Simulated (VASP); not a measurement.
Crystal: Os.

```
Os
1.0
     0.00000    1.92204    1.92204
     1.92204    0.00000    1.92204
     1.92204    1.92204    0.00000
Os
1
Direct
  0.00000 0.00000 0.00000
```

This isn't the form of Os at room conditions, which is hcp.

Base run:

- Program: VASP 6.6.1
- Functional: PBE
- Dispersion: D3(BJ)
- Potentials or basis: VASP PAW PBE potentials, release 64 (Os)
- Cutoff: 600 eV
- k mesh: 10 × 10 × 10
- Occupations: gaussian, width 0.1 eV
- Spin: no spin polarisation

Its results: band gap on the k mesh zero (bands 4 and 5 overlap by 3.89 eV); pressure -3.1 GPa.

Problem. After a change of settings the same cell gave: band gap on the k mesh zero (bands 4 and 5 overlap by 3.49 eV); pressure -4.0 GPa. Which change was it?
A. k mesh from 10 × 10 × 10 to 9 × 9 × 9
B. dispersion from D3(BJ) to none; occupations from gaussian, width 0.1 eV to tetrahedron
C. dispersion from D3(BJ) to none; k mesh from 10 × 10 × 10 to 6 × 6 × 6
D. dispersion from D3(BJ) to none; k mesh from 10 × 10 × 10 to 3 × 3 × 3

Solution. A.

Caveats: the cell stands under tension; spin-orbit coupling is left out, which moves the levels of the heavy elements.
